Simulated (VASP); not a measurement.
Write the native input for VASP 6.6.1 that does the following.

```
Task                   : electric field gradients
Functional             : PBE
Potentials or basis    : VASP PAW PBE potentials, release 64 (Tl_d, Cl)
Cutoff                 : 400 eV
k mesh                 : 8 × 8 × 8
Occupations            : fermi-dirac, width 0.02 eV
Spin                   : no spin polarisation
Dipole correction      : no
Further INCAR settings : ALGO = Normal; EDIFF = 1e-08; NBANDS = 17
```

The structure of TlCl lies in POSCAR:

```
TlCl
1.0
    3.8968636320      0.0000000000      0.0000000000
    0.0000000000      3.8968636320      0.0000000000
    0.0000000000      0.0000000000      3.8968636320
Tl Cl
1 1
Direct
    0.0000000000      0.0000000000      0.0000000000
    0.5000000000      0.5000000000      0.5000000000
```

One way to write it, as run:

INCAR

```
  ALGO = Normal
  EDIFF = 1E-8
  ENCUT = 400
  GGA = PE
  GGA_COMPAT = F
  ISIF = 2
  ISMEAR = -1
  LASPH = T
  LCHARG = F
  LEFG = T
  LREAL = F
  LWAVE = F
  NBANDS = 17
  NELM = 120
  PREC = Accurate
  SIGMA = 0.02
```

KPOINTS

```
k-points
0
Gamma
  8 8 8
```

Potentials or basis: VASP PAW PBE potentials, release 64 (Tl_d, Cl).

The run is started by

```sh
$ cat potpaw_PBE.64/Tl_d/POTCAR potpaw_PBE.64/Cl/POTCAR > POTCAR
$ mpirun -np 1 vasp_std > vasp.out
```

It gave:

The pressure is 0.0 GPa and the band gap on the k mesh is 2.20 eV. The largest electric field gradient by atom is zero within the noise of the run.

Caveat: spin-orbit coupling is left out, which moves the levels of the heavy elements.

Run time: 36 s on 1 thread of Intel Xeon 8259CL (shared host), peak memory 0.17 GiB.
